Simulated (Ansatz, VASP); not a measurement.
# MgSeS4: VASP beside Ansatz

```
Mg Se S
1.0
     0.00000    4.00478    4.00478
     4.00478    0.00000    4.00478
     4.00478    4.00478    0.00000
Mg Se S
1 1 4
Direct
  0.75000 0.75000 0.75000
  0.00000 0.00000 0.00000
  0.87761 0.37413 0.37413
  0.37413 0.37413 0.37413
  0.37413 0.87761 0.37413
  0.37413 0.37413 0.87761
```

Change from the starting cell: species swapped into the YbCdCu4 type (F-43m, No. 216).

Alike in both runs: task single point; functional PBE; k mesh 4 × 4 × 4; occupations gaussian, width 0.1 eV; no spin polarisation.

```csv
,VASP,Ansatz
version,VASP 6.6.1,Ansatz 0.2.0
potentials or method,"VASP PAW PBE potentials, release 64 (Mg, Se, S), cutoff 520 eV","scalar-relativistic, plane waves, PAW"
valence electrons in the cell,32,50
```

VASP gave:

* gap on the k mesh at the Fermi level (eV): none
* pressure (GPa): -6.8
* rms of the force components (eV/Å): 0.041

Problem. Which values does Ansatz return?

Solution. gap on the k mesh at the Fermi level (eV): none; pressure (GPa): -6.7; rms of the force components (eV/Å): 0.042.

Atom by atom the forces differ by 0.001 eV/Å (rms over components). A gap of «none» marks a metal or a gap that the smearing closes. VASP's potentials hold 32 valence electrons a cell and Ansatz's 50, so a difference there can come from the potentials and not from the codes.
